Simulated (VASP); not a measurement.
# TiRh (P4/mmm) in VASP: further runs

Runs on TiRh. Level: LDA. Tasks: single point.

Everything below comes from runs of VASP 6.6.1. Logs are shortened: lines on timing, memory, paths and dates and some standing lists are left out, and cuts for length are marked.

### 1 The cell of the first run

Symmetry: P4/mmm, No. 123, tetragonal system. Conventional cell: a = 2.988 Å, b = 2.988 Å, c = 3.350 Å, α = 90.00°, β = 90.00°, γ = 90.00°. Ti (site symmetry 4/mmm) has 8 Rh at 2.70 Å and 6 Ti at 2.99 to 3.35 Å within 3.6 Å. Within 3.6 Å of Rh (site symmetry 4/mmm) lie 8 Ti at 2.70 Å and 6 Rh at 2.99 to 3.35 Å.

### 2 Single point, LDA

Input file INCAR:

```
SYSTEM = TiRh
PREC = Accurate
ENCUT = 500
EDIFF = 1E-6
ISMEAR = -1
SIGMA = 0.01
LREAL = .FALSE.
LASPH = .TRUE.
NELM = 120
ALGO = Normal
ISIF = 2
LWAVE = .FALSE.
LCHARG = .FALSE.
GGA = CA
NBANDS = 20
GGA_COMPAT = .FALSE.
```

Input file KPOINTS:

```
Automatic mesh
0
Gamma
  6 6 5
  0.5 0.5 0
```

Input file POSCAR:

```
TiRh
1.0
    2.9880000000      0.0000000000      0.0000000000
    0.0000000000      2.9880000000      0.0000000000
    0.0000000000      0.0000000000      3.3500000000
Ti Rh
1 1
Direct
    0.5000000000      0.5000000000      0.5000000000
    0.0000000000      0.0000000000      0.0000000000
```

Potentials or basis: VASP PAW LDA potentials, release 64 (Ti_sv, Rh_pv).

Run with:

```console
cat potpaw_LDA.64/Ti_sv/POTCAR potpaw_LDA.64/Rh_pv/POTCAR > POTCAR
mpirun -np 1 vasp_std > vasp.out
```

OUTCAR:

```text
SYSTEM = TiRh
   PREC = Accurate
   ENCUT = 500
   EDIFF = 1E-6
   ISMEAR = -1
   LREAL = .FALSE.
   LASPH = .TRUE.
   NELM = 120
   ISIF = 2
   GGA = CA

 ion  position               nearest neighbor table
   1  0.500  0.500  0.500-   2 2.70   2 2.70   2 2.70   2 2.70   2 2.70   2 2.70   2 2.70   2 2.70

   2  0.000  0.000  0.000-   1 2.70   1 2.70   1 2.70   1 2.70   1 2.70   1 2.70   1 2.70   1 2.70

  LATTYP: Found a simple tetragonal cell.
 ALAT       =     2.9880000000
 C/A-ratio  =     1.1211512718

  Lattice vectors:

 A1 = (   2.9880000000,   0.0000000000,   0.0000000000)
 A2 = (   0.0000000000,   2.9880000000,   0.0000000000)
 A3 = (   0.0000000000,   0.0000000000,   3.3500000000)

Analysis of symmetry for initial positions (statically):
=====================================================================
 Subroutine PRICEL returns:
 Original cell was already a primitive cell.

 Routine SETGRP: Setting up the symmetry group for a
 simple tetragonal supercell.

 Subroutine GETGRP returns: Found 16 space group operations
 (whereof 16 operations were pure point group operations)
 out of a pool of 16 trial point group operations.

The static configuration has the point symmetry D_4h.

Analysis of symmetry for dynamics (positions and initial velocities):
=====================================================================
 Subroutine PRICEL returns:
 Original cell was already a primitive cell.

 Routine SETGRP: Setting up the symmetry group for a
 simple tetragonal supercell.

 Subroutine GETGRP returns: Found 16 space group operations
 (whereof 16 operations were pure point group operations)
 out of a pool of 16 trial point group operations.

The dynamic configuration has the point symmetry D_4h.

 Subroutine INISYM returns: Found 16 space group operations
 (whereof 16 operations are pure point group operations),
 and found     1 'primitive' translations

----------------------------------------------------------------------------------------

                                     Primitive cell

  volume of cell :      29.9093

  direct lattice vectors                    reciprocal lattice vectors
     2.988000000  0.000000000  0.000000000     0.334672021  0.000000000  0.000000000
     0.000000000  2.988000000  0.000000000     0.000000000  0.334672021  0.000000000
     0.000000000  0.000000000  3.350000000     0.000000000  0.000000000  0.298507463

  length of vectors
     2.988000000  2.988000000  3.350000000     0.334672021  0.334672021  0.298507463

  position of ions in fractional coordinates (direct lattice)
     0.500000000  0.500000000  0.500000000
     0.000000000  0.000000000  0.000000000

  ion indices of the primitive-cell ions
   primitive index   ion index
                 1           1
                 2           2

----------------------------------------------------------------------------------------

 KPOINTS: Automatic mesh

Automatic generation of k-mesh.
 Grid dimensions read from file:
 generate k-points for:    6    6    5

 Generating k-lattice:

  Cartesian coordinates                     Fractional coordinates (reciprocal lattice)
     0.055778670  0.000000000  0.000000000     0.166666667  0.000000000  0.000000000
     0.000000000  0.055778670  0.000000000     0.000000000  0.166666667  0.000000000
     0.000000000  0.000000000  0.059701493     0.000000000  0.000000000  0.200000000

  Length of vectors
     0.055778670  0.055778670  0.059701493

  Shift w.r.t. Gamma in fractional coordinates (k-lattice)
     0.500000000  0.500000000  0.000000000

 Subroutine IBZKPT returns following result:
 ===========================================

 Found     18 irreducible k-points:

 Following reciprocal coordinates:
            Coordinates               Weight
  0.083333  0.083333  0.000000      4.000000
  0.250000  0.083333  0.000000      8.000000
  0.416667  0.083333  0.000000      8.000000
  0.250000  0.250000  0.000000      4.000000
  0.416667  0.250000  0.000000      8.000000
  0.416667  0.416667  0.000000      4.000000
[... 10 lines left out ...]
  0.416667  0.250000  0.400000     16.000000
  0.416667  0.416667  0.400000      8.000000
   k-points           NKPTS =     18   k-points in BZ     NKDIM =     18   number of bands    NBANDS=     20
   number of dos      NEDOS =    301   number of ions     NIONS =      2
   total plane-waves  NPLWV =  13824
   dimension x,y,z NGX =    24 NGY =   24 NGZ =   24
   dimension x,y,z NGXF=    48 NGYF=   48 NGZF=   48
   ions per type =               1   1
   NGX,Y,Z   is equivalent  to a cutoff of  13.35, 13.35, 11.91 a.u.
   NGXF,Y,Z  is equivalent  to a cutoff of  26.71, 26.71, 23.82 a.u.
 SYSTEM =  TiRh
   PREC   = accura    normal or accurate (medium, high low for compatibility)
   ISTART =      0    job   : 0-new  1-cont  2-samecut
   ICHARG =      2    charge: 1-file 2-atom 10-const
   ISPIN  =      1    spin polarized calculation?
   LNONCOLLINEAR =      F non collinear calculations
   LSORBIT =      F    spin-orbit coupling
   LASPH  =      T    aspherical Exc in radial PAW
   ENCUT  =  500.0 eV  36.75 Ry    6.06 a.u.   5.45  5.45  6.11*2*pi/ulx,y,z
   NELM   =    120;   NELMIN=  2; NELMDL= -5     # of ELM steps
   EDIFF  = 0.1E-05   stopping-criterion for ELM
   LREAL  =      F    real-space projection
   EDIFFG = 0.1E-04   stopping-criterion for IOM
   NSW    =      0    number of steps for IOM
   IBRION =     -1    ionic relax: 0-MD 1-quasi-New 2-CG
   NFREE  =      0    steps in history (QN), initial steepest desc. (CG)
   ISIF   =      2    stress and relaxation
   ISYM   =      2    0-nonsym 1-usesym 2-fastsym
   POTIM  = 0.5000    time-step for ionic-motion
   TEBEG  =    0.0;   TEEND  =   0.0 temperature during run
   PSTRESS=    0.0 pullay stress
   NELECT =      27.0000    total number of electrons
   NUPDOWN=      -1.0000    fix difference up-down
   EMIN   =  10.00;   EMAX   =-10.00  energy-range for DOS
   EFERMI =   0.00;   METHOD = LEGACY
   ISMEAR =    -1;   SIGMA  =   0.01  broadening in eV -4-tet -1-fermi 0-gaus
   EFERMI_NEDOS =   21; number of points for ismear=-14 and -15
   IALGO  =     38    algorithm
   IMIX   =      4    mixing-type and parameters
     AMIX     =   0.40;   BMIX     =  1.00
     AMIX_MAG =   1.60;   BMIX_MAG =  1.00
  volume/ion in A,a.u.               =      14.95       100.92
  Fermi-wavevector in a.u.,A,eV,Ry     =   1.582198  2.989920 34.060139  2.503350
  Thomas-Fermi vector in A             =   2.682157
   LORBIT       =      0    0 simple, 1 ext, 2 COOP (PROOUT), +10 PAW based schemes
   GGA     = CA    functional components
   LHFCALC =     F    Hartree Fock is set to
   AEXX    =    0.0000 exact exchange contribution
   IVDW    =     0    specifies the selected vdW correction
   LEPSILON=     F    determine dielectric tensor
   LRPA    =     F    only Hartree local field effects (RPA)
 non-spin polarized calculation
  energy-cutoff  :      500.00
  volume of cell :       29.91
 maximum number of plane-waves:       774
 NGX is ok and might be reduce to    24
   NGX = 11   NGY = 11   NGZ = 13

 number of electron      26.9999984 magnetization

 Free energy of the ion-electron system (eV)
  ---------------------------------------------------
  ext. energy  EPLUGINS =         0.00000000
  ---------------------------------------------------
  free energy    TOTEN  =       -18.67518226 eV

  energy without entropy =      -18.67370281  energy(sigma->0) =      -18.67444254

 E-fermi :  10.4672     XC(G=0): -13.1738

 val. band max:       10.4290363595   @ k =   0.4167   0.0833   0.2000
 cond. band min:      10.4678575637   @ k =   0.0833   0.0833   0.2000
 fundamental gap:      0.0388212042
 Fermi energy:        10.4672156732

 k-point     1 :       0.0833    0.0833    0.0000
  band No.  band energies     occupation
      1     -46.2986      2.00000
      2     -36.0097      2.00000
      3     -36.0085      2.00000
      4     -35.9770      2.00000
      5     -22.8609      2.00000
      6     -22.7940      2.00000
[... 12 lines left out ...]
     19      17.9208      0.00000
     20      19.9625      0.00000

 k-point     2 :       0.2500    0.0833    0.0000
  band No.  band energies     occupation
      1     -46.2862      2.00000
      2     -36.0650      2.00000
      3     -36.0036      2.00000
      4     -35.9700      2.00000
      5     -22.9227      2.00000
      6     -22.8554      2.00000
[... 12 lines left out ...]
     19      16.9475      0.00000
     20      20.4043      0.00000

 k-point     3 :       0.4167    0.0833    0.0000
  band No.  band energies     occupation
      1     -46.2737      2.00000
      2     -36.1204      2.00000
      3     -35.9981      2.00000
      4     -35.9630      2.00000
      5     -23.0513      2.00000
      6     -22.8500      2.00000
[... 12 lines left out ...]
     19      14.4471      0.00000
     20      23.7070      0.00000

 k-point     4 :       0.2500    0.2500    0.0000
  band No.  band energies     occupation
      1     -46.2728      2.00000
      2     -36.0638      2.00000
      3     -36.0590      2.00000
      4     -35.9636      2.00000
      5     -22.9163      2.00000
      6     -22.8965      2.00000
[... 12 lines left out ...]
     19      17.3681      0.00000
     20      19.8477      0.00000

 k-point     5 :       0.4167    0.2500    0.0000
  band No.  band energies     occupation
      1     -46.2594      2.00000
      2     -36.1188      2.00000
      3     -36.0579      2.00000
      4     -35.9572      2.00000
      5     -23.0278      2.00000
      6     -22.8902      2.00000
[... 12 lines left out ...]
     19      14.7093      0.00000
     20      21.3822      0.00000
[... 215 lines left out ...]
      6     -22.9174      2.00000
[... 12 lines left out ...]
     19      14.1619      0.00000
     20      18.7932      0.00000

 k-point    16 :       0.2500    0.2500    0.4000
  band No.  band energies     occupation
      1     -46.2657      2.00000
      2     -36.0617      2.00000
      3     -36.0584      2.00000
      4     -35.9971      2.00000
      5     -22.9260      2.00000
      6     -22.9029      2.00000
[... 12 lines left out ...]
     19      15.7199      0.00000
     20      20.9037      0.00000

 k-point    17 :       0.4167    0.2500    0.4000
  band No.  band energies     occupation
      1     -46.2515      2.00000
      2     -36.1192      2.00000
      3     -36.0536      2.00000
      4     -35.9930      2.00000
      5     -23.0178      2.00000
      6     -22.9126      2.00000
[... 12 lines left out ...]
     19      16.3436      0.00000
     20      18.6449      0.00000

 k-point    18 :       0.4167    0.4167    0.4000
  band No.  band energies     occupation
      1     -46.2379      2.00000
      2     -36.1120      2.00000
      3     -36.1112      2.00000
      4     -35.9855      2.00000
      5     -23.0123      2.00000
      6     -23.0108      2.00000
[... 12 lines left out ...]
     19      18.6112      0.00000
     20      18.7891      0.00000

------------------------ aborting loop because EDIFF is reached ----------------------------------------

  FORCE on cell =-STRESS in cart. coord.  units (eV):
  Direction    XX          YY          ZZ          XY          YZ          ZX
  --------------------------------------------------------------------------------------
  -------------------------------------------------------------------------------------
  Total       -2.5939098     -2.5939098     -1.4148712      0.0000000      0.0000000      0.0000000
  in kB     -138.9502899   -138.9502899    -75.7916723      0.0000000      0.0000000      0.0000000
  external PRESSURE =    -117.8974173 kB  Pullay stress =       0.0000000 kB

 VOLUME and BASIS-vectors are now :
 -----------------------------------------------------------------------------
  energy-cutoff  :      500.00
  volume of cell :       29.91
      direct lattice vectors                 reciprocal lattice vectors
     2.988000000  0.000000000  0.000000000     0.334672021  0.000000000  0.000000000
     0.000000000  2.988000000  0.000000000     0.000000000  0.334672021  0.000000000
     0.000000000  0.000000000  3.350000000     0.000000000  0.000000000  0.298507463

 POSITION                                       TOTAL-FORCE (eV/Angst)
 -----------------------------------------------------------------------------------
      1.49400      1.49400      1.67500         0.000000      0.000000      0.000000
      0.00000      0.00000      0.00000         0.000000      0.000000      0.000000
 -----------------------------------------------------------------------------------
    total drift:                                0.000000      0.000000     -0.000000

  FREE ENERGIE OF THE ION-ELECTRON SYSTEM (eV)
  ---------------------------------------------------
  free  energy   TOTEN  =       -18.6751822570 eV

  energy  without entropy=      -18.6737028142  energy(sigma->0) =      -18.67444254
```

Wall time 7.8 s (1 thread of Intel Xeon 6975P-C, shared host); peak memory 0.13 GiB.

What came out:

| Quantity | Value |
| --- | --- |
| Free energy | -18.6752 eV |
| Pressure | -11.8 GPa |

Stress tensor (GPa, compression positive):
```
-13.90   0.00   0.00
  0.00 -13.90   0.00
  0.00   0.00  -7.58
```

Caveat: the k points lie up to 0.38 Å⁻¹ apart.

[end of part 1 of 2]
